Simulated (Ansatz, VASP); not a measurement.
**Ag in VASP and in Ansatz**

File INCAR:

```
SYSTEM = Ag
ALGO     = Normal         ! electronic algorithm
EDIFF    = 1E-6           ! SCF threshold, eV
EDIFFG   = -0.01          ! ionic threshold
ENCUT    = 600            ! plane-wave cutoff, eV
GGA      = PE             ! functional
IBRION   = 2              ! ionic algorithm
ISIF     = 3              ! what is computed and relaxed
ISMEAR   = -1             ! smearing method
IVDW     = 12             ! dispersion correction
LASPH    = .TRUE.         ! aspherical terms in the spheres
LCHARG   = .FALSE.        ! write CHGCAR
LREAL    = .FALSE.        ! projectors in reciprocal space
LWAVE    = .FALSE.        ! write WAVECAR
NELM     = 60             ! most SCF steps
NSW      = 60             ! ionic steps
PREC     = Accurate       ! precision mode
SIGMA    = 0.05           ! smearing width, eV
```

File KPOINTS:

```
k-points
0
G
  11 11 11
  0 0 0
```

POSCAR

```
Ag
1.0
    0.0000000000      2.0427500000      2.0427500000
    2.0427500000      0.0000000000      2.0427500000
    2.0427500000      2.0427500000      0.0000000000
Ag
1
Direct
    0.0000000000      0.0000000000      0.0000000000
```

Contents of input.yaml:

```yaml
crystal:
  lattice:
    - [0.0, 2.04275, 2.04275]
    - [2.04275, 0.0, 2.04275]
    - [2.04275, 2.04275, 0.0]
  atoms:
    - { symbol: Ag, position: [0.0, 0.0, 0.0] }
hamiltonian:
  xc: pbe
  pseudopotentials: { kind: paw }
  dispersion: d3bj
kpoints:
  mp_grid: { grid: [11, 11, 11] }
scf:
  occupations: { method: fermi_dirac, width: 0.05 }
output:
  forces: true
  stress: true
  eigenvalues: true
relax:
  f_tol: 0.01
  max_steps: 40
  cell: { stress_tol: 0.05 }
```

Alike in both runs: task relaxation of cell and atoms; functional PBE; dispersion D3(BJ); k mesh 11 × 11 × 11; occupations fermi-dirac, width 0.05 eV; no spin polarisation.

|  | VASP | Ansatz |
| --- | --- | --- |
| version | VASP 6.6.1 | Ansatz 0.2.0 |
| potentials or method | VASP PAW PBE potentials, release 64 (Ag) | Ansatz PAW |
| plane-wave cutoff (eV) | 600 | 420 |
| valence electrons in the cell | 11 | 19 |

```tsv
	VASP	Ansatz	Ansatz less VASP
gap on the k mesh at the Fermi level, each at its own relaxed structure (eV)	none	none	-
relaxed volume (Å³/atom)	16.81	16.85	+0.035
relaxed cell length with the largest relative difference (Å)	2.876	2.878	+0.0020
```

A gap of «none» marks a metal or a gap that the smearing closes. VASP's potentials hold 11 valence electrons a cell and Ansatz's 19, so a difference there can come from the potentials and not from the codes.

Noted on Ansatz's run: the plane-wave basis is chosen anew once the cell has moved, so the energies of steps on either side of that aren't comparable.
